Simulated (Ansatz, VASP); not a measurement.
## Two plane-wave programs on FeCo

```
CELL_PARAMETERS angstrom
2.68168 0.00000 0.00000
0.00000 2.68168 0.00000
0.00000 0.00000 2.68168
ATOMIC_POSITIONS crystal
Fe 0.50000 0.50000 0.50000
Co 0.00000 0.00000 0.00000
```

Change from the starting cell: species swapped into the ZnAg type (Pm-3m, No. 221).

Alike in both runs: task single point; functional PBE; k mesh 6 × 6 × 6; occupations gaussian, width 0.1 eV; collinear spin.

```csv
,VASP,Ansatz
version,VASP 6.6.1,Ansatz 0.2.0
potentials or method,"VASP PAW PBE potentials, release 64 (Fe, Co), cutoff 600 eV","scalar-relativistic, plane waves, PAW"
valence electrons in the cell,17,33
```

```csv
,VASP,Ansatz,Ansatz less VASP
gap on the k mesh at the Fermi level (eV),none,none,-
net moment per atom (μB),2.07,2.08,+0.013
size of the moment on the site where the two differ most (μB),1.67,1.76,+0.086
```

Site moments also hang on the region over which each program counts them. A gap of «none» marks a metal or a gap that the smearing closes. VASP's potentials hold 17 valence electrons a cell and Ansatz's 33, so a difference there can come from the potentials and not from the codes.

The k mesh is coarse, so the values compare programs but aren't converged.
